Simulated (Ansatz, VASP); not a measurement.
**W in VASP and in Ansatz**

INCAR

```
SYSTEM = W
PREC     = Accurate       ! precision mode
ENCUT    = 520            ! plane-wave cutoff, eV
EDIFF    = 1E-6           ! SCF threshold, eV
ISMEAR   = 0              ! smearing method
SIGMA    = 0.15           ! smearing width, eV
LREAL    = .FALSE.        ! projectors in reciprocal space
LASPH    = .TRUE.         ! aspherical terms in the spheres
NELM     = 80             ! most SCF steps
ALGO     = Normal         ! electronic algorithm
ISIF     = 2              ! what is computed and relaxed
LWAVE    = .FALSE.        ! write WAVECAR
LCHARG   = .TRUE.         ! write CHGCAR
GGA      = PE             ! functional
LELF     = .TRUE.         ! ELF
LVHAR    = .TRUE.       
NBANDS   = 13             ! bands
```

Contents of KPOINTS:

```
Automatic mesh
0
G
  20 20 20
  0 0 0
```

File POSCAR:

```
W
1.0
   -1.5973000000      1.5973000000      1.5973000000
    1.5973000000     -1.5973000000      1.5973000000
    1.5973000000      1.5973000000     -1.5973000000
W
1
Direct
    0.0000000000      0.0000000000      0.0000000000
```

Input for Ansatz:

```yaml
crystal:
  lattice:
    - [-1.5973, 1.5973, 1.5973]
    - [1.5973, -1.5973, 1.5973]
    - [1.5973, 1.5973, -1.5973]
  atoms:
    - { symbol: W, position: [0.0, 0.0, 0.0] }
basis:
  ecutwfc: 420
kpoints:
  mp_grid: { grid: [20, 20, 20] }
hamiltonian:
  xc: pbe
scf:
  occupations: { method: gaussian, width: 0.15 }
output:
  forces: true
  stress: true
  eigenvalues: true
  write_density: true
  write_potential: true
  elf: true
  volumetric_format: npy
```

Alike in both runs: task single point; functional PBE; k mesh 20 × 20 × 20; occupations gaussian, width 0.15 eV; no spin polarisation.

|  | VASP | Ansatz |
| --- | --- | --- |
| version | VASP 6.6.1 | Ansatz 0.2.0 |
| potentials or method | VASP PAW PBE potentials, release 64 (W_sv), cutoff 520 eV | scalar-relativistic, plane waves, PAW |
| valence electrons in the cell | 14 | 14 |

VASP gave:

- gap on the k mesh at the Fermi level (eV): none
- pressure (GPa): -2.7

Task: What did Ansatz give for the same quantities?

Result: gap on the k mesh at the Fermi level (eV): none; pressure (GPa): -3.1.

A gap of «none» marks a metal or a gap that the smearing closes.

Neither program's run includes spin-orbit coupling.
